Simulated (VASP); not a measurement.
B: relaxation of cell and atoms with PBE

Crystal: B.

```
B
1.0
     2.39131    0.00000    0.00000
    -1.19565    2.07093    0.00000
     0.00000    0.00000    9.17579
B
7
Direct
  0.00000 0.00000 0.00000
  0.33333 0.66667 0.14648
  0.00000 0.00000 0.28709
  0.66667 0.33333 0.43189
  0.33333 0.66667 0.56811
  0.00000 0.00000 0.71291
  0.66667 0.33333 0.85352
```

The cell was generated, and may not be a known phase.

```
Program                : VASP 6.6.1
Task                   : relaxation of cell and atoms
Functional             : PBE
Potentials or basis    : VASP PAW PBE potentials, release 64 (B)
Cutoff                 : 600 eV
k mesh                 : 18 × 18 × 4
Occupations            : gaussian, width 0.1 eV
Spin                   : no spin polarisation
Dipole correction      : no
Further INCAR settings : ALGO = Normal; EDIFF = 1e-06; IBRION = 2; EDIFFG = -0.01; NSW = 100; ISIF = 3
```

```yaml
Relaxed_volume: 6.45 Å³/atom
Relaxed_cell: a = 2.371 Å, b = 2.371 Å, c = 9.277 Å, α = 90.00°, β = 90.00°, γ = 120.00°
Space_group_after_relaxing_to_0.1_Å: P-3m1 (No. 164)
Energy_gained_by_relaxing: 1.0 meV/atom
Ionic_steps: 8
Pressure_after_relaxing: 0.0 GPa
Largest_force_after_relaxing: 0.007 eV/Å
```

Forces on the atoms (eV/Å):
```
B    0.000  0.000  0.000
B    0.000  0.000  0.007
B    0.000  0.000  0.005
B    0.000  0.000  0.003
B    0.000  0.000 -0.003
B    0.000  0.000 -0.005
B    0.000  0.000 -0.007
```

The path:
```
step  energy change (eV)  largest force (eV/Å)  pressure (GPa)  volume (Å³)
   1              0.0000                0.0548           -0.07        45.44
   2             -0.0038                0.0323           -0.44        45.42
   3             -0.0057                0.0595           -0.88        45.40
   4             -0.0068                0.0324            0.40        45.10
   5             -0.0068                0.0353            0.27        45.13
   6             -0.0070                0.0143            0.03        45.16
   7             -0.0070                0.0183           -0.01        45.16
   8             -0.0070                0.0069           -0.03        45.16
```

Final structure:
```xyz
7
Lattice="2.3709 0.0000 0.0000 -1.1855 2.0533 0.0000 0.0000 0.0000 9.2769" Properties=species:S:1:pos:R:3 pbc="T T T"
B    -1.1855    2.0533    0.0000
B     0.0000    1.3689    1.3539
B     0.0000    0.0000    2.6670
B     1.1855    0.6844    3.9990
B     0.0000    1.3689    5.2779
B    -1.1855    2.0533    6.6099
B     1.1855    0.6844    7.9229
```

Levels at points of the mesh, in eV from the Fermi level:
```
           k point  band 7  band 8  band 9  band 10  band 11  band 12  band 13  band 14
(0.00, 0.00, 0.00)   -5.57    6.04    6.04     6.31     6.31     7.13     7.42     7.42
(0.50, 0.00, 0.00)   -6.30   -5.03   -3.68    -2.96     0.59     1.13     2.15     2.17
(0.00, 0.00, 0.50)   -3.72    4.97    5.97     5.97     6.68     6.68     6.77     6.77
(0.50, 0.00, 0.50)   -6.94   -5.77   -2.74    -2.19    -0.31     0.93     1.04     1.42
```

Run time: 4.8 min on 1 thread of Intel(R) Xeon(R) Platinum 8488C (Sapphire Rapids), with other jobs on the host, peak memory 0.23 GiB.

Caveat: the highest band is partly filled, so the run has too few bands.
